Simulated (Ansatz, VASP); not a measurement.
**Eu in VASP and in Ansatz**

```
CELL_PARAMETERS angstrom
-2.30300 2.30300 2.30300
2.30300 -2.30300 2.30300
2.30300 2.30300 -2.30300
ATOMIC_POSITIONS crystal
Eu 0.00000 0.00000 0.00000
```

Alike in both runs: task relaxation of cell and atoms; functional PBEsol; k mesh 10 × 10 × 10; occupations fermi-dirac, width 0.05 eV; collinear spin.

```csv
,VASP,Ansatz
version,VASP 6.6.1,Ansatz 0.2.0
potentials or method,"VASP PAW PBE potentials, release 64 (Eu)","PAW with Ansatz's default frozen-core files, scalar-relativistic"
plane-wave cutoff (eV),600,420
valence electrons in the cell,17,17
```

|  | VASP | Ansatz | Ansatz less VASP |
| --- | --- | --- | --- |
| net moment per atom (μB) | 7.24 | 7.25 | +0.011 |
| size of the moment on the site where the two differ most (μB) | 6.66 | 6.99 | +0.325 |
| relaxed volume (Å³/atom) | 37.47 | 37.98 | +0.512 |
| relaxed length of the cell vector where the two differ most in proportion (Å) | 3.651 | 3.668 | +0.0165 |

VASP's potentials were made for PBE, not for PBEsol. Site moments also hang on the region over which each program counts them.

Neither program's run includes spin-orbit coupling. Noted on VASP's run: the volume moved by over 15 % at a fixed basis, so the end points are rough.
